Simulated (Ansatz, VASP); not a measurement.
## One calculation of Sc, two programs

```
CELL_PARAMETERS angstrom
0.00300 2.28535 2.24314
2.27202 0.00000 2.24614
2.26902 2.28535 0.00300
ATOMIC_POSITIONS crystal
Sc 0.00000 0.00000 0.00000
```

Alike in both runs: task single point; functional PBE; k mesh 14 × 14 × 14; occupations gaussian, width 0.1 eV; no spin polarisation.

```csv
,VASP,Ansatz
version,VASP 6.6.1,Ansatz 0.2.0
potentials or method,"VASP PAW PBE potentials, release 64 (Sc_sv), cutoff 520 eV","scalar-relativistic, plane waves, PAW"
valence electrons in the cell,11,11
```

```tsv
	VASP	Ansatz	Ansatz less VASP
gap on the k mesh at the Fermi level (eV)	none	none	-
pressure (GPa)	3.2	3.2	+0.03
traceless stress, the component that is largest in VASP (GPa)	0.30	0.30	-0.002
```

A gap of «none» marks a metal or a gap that the smearing closes.
